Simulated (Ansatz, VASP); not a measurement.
**SrO in VASP and in Ansatz**

File POSCAR:

```
SrO
1.0
    0.0000000000      2.7922805169      2.7922805169
    2.7922805169      0.0000000000      2.7922805169
    2.7922805169      2.7922805169      0.0000000000
Sr O
1 1
Direct
    0.0000000000      0.0000000000      0.0000000000
    0.2500000000      0.2500000000      0.2500000000
```

The input INCAR.step1:

```
PREC = Accurate ; ENCUT = 520
EDIFF = 1E-5 ; ISMEAR = 1
SIGMA = 0.5 ; LREAL = F
LASPH = T ; NELM = 60
ALGO = Normal ; ISIF = 2
LWAVE = T ; LCHARG = F
GGA = PE ; NBANDS = 15
```

The input INCAR.step2:

```
PREC = Accurate ; ENCUT = 520
EDIFF = 1E-6 ; ISMEAR = 1
SIGMA = 0.5 ; LREAL = F
LASPH = T ; NELM = 60
ALGO = Normal ; ISIF = 2
LWAVE = F ; LCHARG = F
GGA = PE ; LHFCALC = T
HFSCREEN = 0.2079 ; PRECFOCK = Normal
ISTART = 1 ; NBANDS = 15
```

The input KPOINTS:

```
Automatic mesh
0
Gamma
  4 4 4
```

Input for Ansatz:

```yaml
crystal:
  lattice:
    - [0.0, 2.7922805169, 2.7922805169]
    - [2.7922805169, 0.0, 2.7922805169]
    - [2.7922805169, 2.7922805169, 0.0]
  atoms:
    - { symbol: Sr, position: [0.0, 0.0, 0.0] }
    - { symbol: O, position: [0.25, 0.25, 0.25] }
kpoints:
  mp_grid: { grid: [4, 4, 4] }
hamiltonian:
  xc: hse06
scf:
  occupations: { method: methfessel_paxton, width: 0.5 }
  n_extra_bands: 4
output:
  forces: true
  stress: true
  eigenvalues: true
```

Alike in both runs: task single point; functional HSE06; k mesh 4 × 4 × 4; occupations methfessel-paxton of order 1, width 0.5 eV; no spin polarisation.

```csv
,VASP,Ansatz
version,VASP 6.6.1,Ansatz 0.2.0
potentials or method,"VASP PAW PBE potentials, release 64 (Sr_sv, O)",plane waves
plane-wave cutoff (eV),520,420
valence electrons in the cell,16,16
```

```tsv
	VASP	Ansatz	Ansatz less VASP
pressure (GPa)	-0.3	-0.4	-0.09
```

With one functional, cell and mesh, what is left measures potentials, basis and numerics. Ansatz's warnings: stress exchange threshold loose, stress scf threshold loose.

The k mesh is coarse, so the values compare programs but aren't converged.
